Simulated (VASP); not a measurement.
# ZnCu2SnS4 (I-4) in VASP: notebook

Runs on ZnCu2SnS4. Level: PBE. Tasks: single point, relaxation of cell and atoms.

Program: VASP 6.6.1. These are calculated values, not measurements. Logs are shortened: lines on timing, memory, paths and dates and some standing lists are left out, and cuts for length are marked.

## Step 1: The cell of the first run

It takes space group I-4 (No. 82, tetragonal). Conventional cell: a = 5.486 Å, b = 5.486 Å, c = 10.880 Å, α = 90.00°, β = 90.00°, γ = 90.00°. Within 3.1 Å of Zn (site symmetry -4) lie 4 S at 2.37 Å. Within 3.1 Å of Cu (site symmetry -4) lie 4 S at 2.32 Å. Within 3.1 Å of Cu (site symmetry -4) lie 4 S at 2.32 Å. Sn (site symmetry -4) has 4 S at 2.47 Å within 3.3 Å. Within 3.1 Å of S (site symmetry 1) lie 2 Cu at 2.32 Å and 1 Zn at 2.37 Å and 1 Sn at 2.47 Å.

## Step 2: Single point, PBE

INCAR

```
ALGO = Normal
EDIFF = 1E-6
ENCUT = 700
GGA = PE
GGA_COMPAT = F
ISIF = 2
ISMEAR = -1
LASPH = T
LCHARG = T
LELF = T
LREAL = F
LVHAR = T
LWAVE = F
NBANDS = 54
NELM = 120
PREC = Accurate
SIGMA = 0.02
```

KPOINTS

```
k-points
0
Gamma
  2 2 2
```

POSCAR

```
ZnCu2SnS4
1.0
   -2.7431650109      2.7431650109      5.4401203113
    2.7431650109     -2.7431650109      5.4401203113
    2.7431650109      2.7431650109     -5.4401203113
Zn Cu Sn S
1 2 1 4
Direct
    0.2500000000      0.7500000000      0.5000000000
    0.0000000000      0.0000000000      0.0000000000
    0.7500000000      0.2500000000      0.5000000000
    0.5000000000      0.5000000000      0.0000000000
    0.3713909946      0.8945593696      1.0073886716
    0.1054406304      0.1128293020      0.4768316250
    0.8871706980      0.3640023229     -0.0073886716
    0.6359976771      0.6286090054      0.5231683750
```

Potentials or basis: VASP PAW PBE potentials, release 64 (Zn, Cu_sv_GW, Sn_d, S).

Started as:

```
> cat potpaw_PBE.64/Zn/POTCAR potpaw_PBE.64/Cu_sv_GW/POTCAR potpaw_PBE.64/Sn_d/POTCAR potpaw_PBE.64/S/POTCAR > POTCAR
> mpirun -np 1 vasp_std > vasp.out
```

OUTCAR:

```text
EDIFF = 1E-6
   ENCUT = 700
   GGA = PE
   ISIF = 2
   ISMEAR = -1
   LASPH = T
   LREAL = F
   NELM = 120
   PREC = Accurate

 ion  position               nearest neighbor table
   1  0.250  0.750  0.500-   5 2.37   6 2.37   7 2.37   8 2.37
   2  0.000  0.000  0.000-   7 2.32   8 2.32   5 2.32   6 2.32
   3  0.750  0.250  0.500-   8 2.32   6 2.32   5 2.32   7 2.32
   4  0.500  0.500  0.000-   8 2.47   6 2.47   5 2.47   7 2.47
   5  0.371  0.895  0.007-   3 2.32   2 2.32   1 2.37   4 2.47
   6  0.105  0.113  0.477-   3 2.32   2 2.32   1 2.37   4 2.47
   7  0.887  0.364  0.993-   3 2.32   2 2.32   1 2.37   4 2.47
   8  0.636  0.629  0.523-   3 2.32   2 2.32   1 2.37   4 2.47

  LATTYP: Found a body centered tetragonal cell.
 ALAT       =     5.4863300218
 C/A-ratio  =     1.9831546005

  Lattice vectors:

 A1 = (  -2.7431650109,   2.7431650109,   5.4401203113)
 A2 = (   2.7431650109,  -2.7431650109,   5.4401203113)
 A3 = (   2.7431650109,   2.7431650109,  -5.4401203113)

Analysis of symmetry for initial positions (statically):
=====================================================================
 Subroutine PRICEL returns:
 Original cell was already a primitive cell.

 Routine SETGRP: Setting up the symmetry group for a
 body centered tetragonal supercell.

 Subroutine GETGRP returns: Found  4 space group operations
 (whereof  4 operations were pure point group operations)
 out of a pool of 16 trial point group operations.

The static configuration has the point symmetry S_4 .

Analysis of symmetry for dynamics (positions and initial velocities):
=====================================================================
 Subroutine PRICEL returns:
 Original cell was already a primitive cell.

 Routine SETGRP: Setting up the symmetry group for a
 body centered tetragonal supercell.

 Subroutine GETGRP returns: Found  4 space group operations
 (whereof  4 operations were pure point group operations)
 out of a pool of 16 trial point group operations.

The dynamic configuration has the point symmetry S_4 .

 Subroutine INISYM returns: Found  4 space group operations
 (whereof  4 operations are pure point group operations),
 and found     1 'primitive' translations

----------------------------------------------------------------------------------------

                                     Primitive cell

  volume of cell :     163.7466

  direct lattice vectors                    reciprocal lattice vectors
    -2.743165011  2.743165011  5.440120311     0.000000000  0.182271208  0.091909732
     2.743165011 -2.743165011  5.440120311     0.182271208  0.000000000  0.091909732
     2.743165011  2.743165011 -5.440120311     0.182271208  0.182271208  0.000000000

  length of vectors
     6.681677750  6.681677750  6.681677750     0.204132780  0.204132780  0.257770414

  position of ions in fractional coordinates (direct lattice)
     0.250000000  0.750000000  0.500000000
     0.000000000  0.000000000  0.000000000
     0.750000000  0.250000000  0.500000000
     0.500000000  0.500000000  0.000000000
     0.371390995  0.894559370  0.007388672
     0.105440630  0.112829302  0.476831625
     0.887170698  0.364002323  0.992611328
     0.635997677  0.628609005  0.523168375

  ion indices of the primitive-cell ions
   primitive index   ion index
                 1           1
                 2           2
                 3           3
                 4           4
                 5           5
                 6           6
                 7           7
                 8           8

----------------------------------------------------------------------------------------

 KPOINTS: k-points

Automatic generation of k-mesh.
 Grid dimensions read from file:
 generate k-points for:    2    2    2

 Generating k-lattice:

  Cartesian coordinates                     Fractional coordinates (reciprocal lattice)
     0.000000000  0.091135604  0.045954866     0.500000000  0.000000000  0.000000000
     0.091135604  0.000000000  0.045954866     0.000000000  0.500000000  0.000000000
     0.091135604  0.091135604  0.000000000     0.000000000  0.000000000  0.500000000

  Length of vectors
     0.102066390  0.102066390  0.128885207

  Shift w.r.t. Gamma in fractional coordinates (k-lattice)
     0.000000000  0.000000000  0.000000000

 Subroutine IBZKPT returns following result:
 ===========================================

 Found      4 irreducible k-points:

 Following reciprocal coordinates:
            Coordinates               Weight
  0.000000  0.000000  0.000000      1.000000
  0.500000  0.000000 -0.000000      4.000000
  0.500000  0.500000 -0.000000      2.000000
  0.500000  0.500000  0.500000      1.000000
   k-points           NKPTS =      4   k-points in BZ     NKDIM =      4   number of bands    NBANDS=     54
   number of dos      NEDOS =    301   number of ions     NIONS =      8
   total plane-waves  NPLWV = 216000
   dimension x,y,z NGX =    60 NGY =   60 NGZ =   60
   dimension x,y,z NGXF=   120 NGYF=  120 NGZF=  120
   ions per type =               1   2   1   4
   NGX,Y,Z   is equivalent  to a cutoff of  14.93, 14.93, 14.93 a.u.
   NGXF,Y,Z  is equivalent  to a cutoff of  29.86, 29.86, 29.86 a.u.
 SYSTEM =  unknown system
   PREC   = accura    normal or accurate (medium, high low for compatibility)
   ISTART =      0    job   : 0-new  1-cont  2-samecut
   ICHARG =      2    charge: 1-file 2-atom 10-const
   ISPIN  =      1    spin polarized calculation?
   LNONCOLLINEAR =      F non collinear calculations
   LSORBIT =      F    spin-orbit coupling
   LASPH  =      T    aspherical Exc in radial PAW
   ENCUT  =  700.0 eV  51.45 Ry    7.17 a.u.  14.41 14.41 14.41*2*pi/ulx,y,z
   NELM   =    120;   NELMIN=  2; NELMDL= -5     # of ELM steps
   EDIFF  = 0.1E-05   stopping-criterion for ELM
   LREAL  =      F    real-space projection
   EDIFFG = 0.1E-04   stopping-criterion for IOM
   NSW    =      0    number of steps for IOM
   IBRION =     -1    ionic relax: 0-MD 1-quasi-New 2-CG
   NFREE  =      0    steps in history (QN), initial steepest desc. (CG)
   ISIF   =      2    stress and relaxation
   ISYM   =      2    0-nonsym 1-usesym 2-fastsym
   POTIM  = 0.5000    time-step for ionic-motion
   TEBEG  =    0.0;   TEEND  =   0.0 temperature during run
   PSTRESS=    0.0 pullay stress
   NELECT =      88.0000    total number of electrons
   NUPDOWN=      -1.0000    fix difference up-down
   EMIN   =  10.00;   EMAX   =-10.00  energy-range for DOS
   EFERMI =   0.00;   METHOD = LEGACY
   ISMEAR =    -1;   SIGMA  =   0.02  broadening in eV -4-tet -1-fermi 0-gaus
   EFERMI_NEDOS =   21; number of points for ismear=-14 and -15
   IALGO  =     38    algorithm
   IMIX   =      4    mixing-type and parameters
     AMIX     =   0.40;   BMIX     =  1.00
     AMIX_MAG =   1.60;   BMIX_MAG =  1.00
  volume/ion in A,a.u.               =      20.47       138.13
  Fermi-wavevector in a.u.,A,eV,Ry     =   1.331001  2.515227 24.103574  1.771563
  Thomas-Fermi vector in A             =   2.460045
   LORBIT       =      0    0 simple, 1 ext, 2 COOP (PROOUT), +10 PAW based schemes
   GGA     = PE    functional components
   LHFCALC =     F    Hartree Fock is set to
   AEXX    =    0.0000 exact exchange contribution
   IVDW    =     0    specifies the selected vdW correction
   LEPSILON=     F    determine dielectric tensor
   LRPA    =     F    only Hartree local field effects (RPA)
 non-spin polarized calculation
  energy-cutoff  :      700.00
  volume of cell :      163.75
 maximum number of plane-waves:      6939
 NGX is ok and might be reduce to    60
   NGX = 29   NGY = 29   NGZ = 29

 number of electron      87.9999993 magnetization

 Free energy of the ion-electron system (eV)
  ---------------------------------------------------
  ext. energy  EPLUGINS =         0.00000000
  ---------------------------------------------------
  free energy    TOTEN  =       -32.50112206 eV

  energy without entropy =      -32.49606299  energy(sigma->0) =      -32.49859253

 E-fermi :   4.7284     XC(G=0):  -9.7727

 val. band max:        4.6979359051   @ k =   0.0000   0.0000   0.0000
 cond. band min:       4.7575957585   @ k =   0.0000   0.0000   0.0000
 fundamental gap:      0.0596598534
 Fermi energy:         4.7283697291

 k-point     1 :       0.0000    0.0000    0.0000
  band No.  band energies     occupation
      1    -106.9642      2.00000
      2    -106.9513      2.00000
      3     -64.4048      2.00000
      4     -64.3835      2.00000
      5     -64.3835      2.00000
      6     -64.3501      2.00000
[... 46 lines left out ...]
     53       9.9723      0.00000
     54      10.2991      0.00000

 k-point     2 :       0.5000    0.0000   -0.0000
  band No.  band energies     occupation
      1    -106.9640      2.00000
      2    -106.9511      2.00000
      3     -64.4046      2.00000
      4     -64.3833      2.00000
      5     -64.3832      2.00000
      6     -64.3499      2.00000
[... 46 lines left out ...]
     53      10.2970      0.00000
     54      10.7291      0.00000

 k-point     3 :       0.5000    0.5000   -0.0000
  band No.  band energies     occupation
      1    -106.9639      2.00000
      2    -106.9510      2.00000
      3     -64.4045      2.00000
      4     -64.3833      2.00000
      5     -64.3832      2.00000
      6     -64.3498      2.00000
[... 46 lines left out ...]
     53      10.5102      0.00000
     54      10.7003      0.00000

 k-point     4 :       0.5000    0.5000    0.5000
  band No.  band energies     occupation
      1    -106.9640      2.00000
      2    -106.9511      2.00000
      3     -64.4046      2.00000
      4     -64.3832      2.00000
      5     -64.3832      2.00000
      6     -64.3500      2.00000
[... 46 lines left out ...]
     53      11.1228      0.00000
     54      11.1427      0.00000

------------------------ aborting loop because EDIFF is reached ----------------------------------------

  FORCE on cell =-STRESS in cart. coord.  units (eV):
  Direction    XX          YY          ZZ          XY          YZ          ZX
  --------------------------------------------------------------------------------------
  -------------------------------------------------------------------------------------
  Total       -0.6264530     -0.6264530     -0.6037472     -0.0000003      0.0000000      0.0000000
  in kB       -6.1295232     -6.1295232     -5.9073589     -0.0000028      0.0000000      0.0000000
  external PRESSURE =      -6.0554684 kB  Pullay stress =       0.0000000 kB

 VOLUME and BASIS-vectors are now :
 -----------------------------------------------------------------------------
  energy-cutoff  :      700.00
  volume of cell :      163.75
      direct lattice vectors                 reciprocal lattice vectors
    -2.743165011  2.743165011  5.440120311     0.000000000  0.182271208  0.091909732
     2.743165011 -2.743165011  5.440120311     0.182271208  0.000000000  0.091909732
     2.743165011  2.743165011 -5.440120311     0.182271208  0.182271208  0.000000000

 POSITION                                       TOTAL-FORCE (eV/Angst)
 -----------------------------------------------------------------------------------
      2.74317      0.00000      2.72006        -0.000000     -0.000000      0.000000
      0.00000      0.00000      0.00000        -0.000000     -0.000000      0.000000
      0.00000      2.74317      2.72006        -0.000000     -0.000000     -0.000000
      0.00000      0.00000      5.44012        -0.000000     -0.000000     -0.000000
      1.45541     -1.41487      6.84673        -0.001176      0.012516     -0.015470
      1.32830      1.28776     -1.40661         0.012516      0.001176      0.015470
      1.28776      4.15803      1.40661         0.001176     -0.012516     -0.015470
      1.41487      1.45541      4.03351        -0.012516     -0.001176      0.015470
 -----------------------------------------------------------------------------------
    total drift:                                0.000000     -0.000000     -0.000000

  FREE ENERGIE OF THE ION-ELECTRON SYSTEM (eV)
  ---------------------------------------------------
  free  energy   TOTEN  =       -32.5011220601 eV

  energy  without entropy=      -32.4960629936  energy(sigma->0) =      -32.49859253
```

It took 83 s on 1 thread of Intel Xeon 6975P-C (Granite Rapids), shared host; peak memory 0.54 GiB.

What came out:

* Free energy: -32.5011 eV
* Pressure: -0.6 GPa
* Largest force: 0.020 eV/Å
* Band gap on the k mesh: 0.06 eV

Forces in eV/Å, atoms in the order of the input:
```
Zn   0.000  0.000  0.000
Cu   0.000  0.000  0.000
Cu   0.000  0.000  0.000
Sn   0.000  0.000  0.000
S   -0.001  0.013 -0.015
S    0.013  0.001  0.015
S    0.001 -0.013 -0.015
S   -0.013 -0.001  0.015
```

Caveat: the k points lie up to 0.64 Å⁻¹ apart; spin-orbit coupling is left out, which moves the levels of the heavy elements.

(Continued in part 2 of 2.)
